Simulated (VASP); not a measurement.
Input of a VASP 6.6.1 run:

Contents of INCAR:

```
  ALGO = Normal
  EDIFF = 1E-8
  ENCUT = 520
  GGA = CA
  IBRION = 8
  ISIF = 2
  ISMEAR = -1
  LASPH = True
  LCHARG = True
  LREAL = False
  LWAVE = False
  NBANDS = 15
  NELM = 80
  NSW = 1
  PREC = Accurate
  SIGMA = 0.15
```

Contents of KPOINTS:

```
k-points
0
Gamma
  16 16 8
```

The input POSCAR:

```
FeSi2
1.0
    2.6164683295      0.0000000000      0.0000000000
    0.0000000000      2.6164683295      0.0000000000
    0.0000000000      0.0000000000      5.0119819540
Fe Si
1 2
Direct
    0.0000000000      0.0000000000      0.0000000000
    0.5000000000      0.5000000000      0.2725877863
    0.5000000000      0.5000000000      0.7274122137
```

Potentials or basis: VASP PAW LDA potentials, release 64 (Fe, Si).

The run is started by

```bash
$ cat potpaw_LDA.64/Fe/POTCAR potpaw_LDA.64/Si/POTCAR > POTCAR
$ mpirun -np 1 vasp_std > vasp.out
```

Task: Estimate the highest phonon frequency at Γ.

Result: 600 cm⁻¹.

Phonon frequencies in cm⁻¹ (negative: imaginary):
```tsv
q point	frequencies
(0.000, 0.000, 0.000)	0 0 0 246 246 327 327 398 600
```

Caveat: the cell stands under pressure or tension, which shifts response properties; the run has no spin polarisation, though such a crystal can be magnetic. Spin polarisation is off, so any magnetic state and its effect on volume and gap are missing.
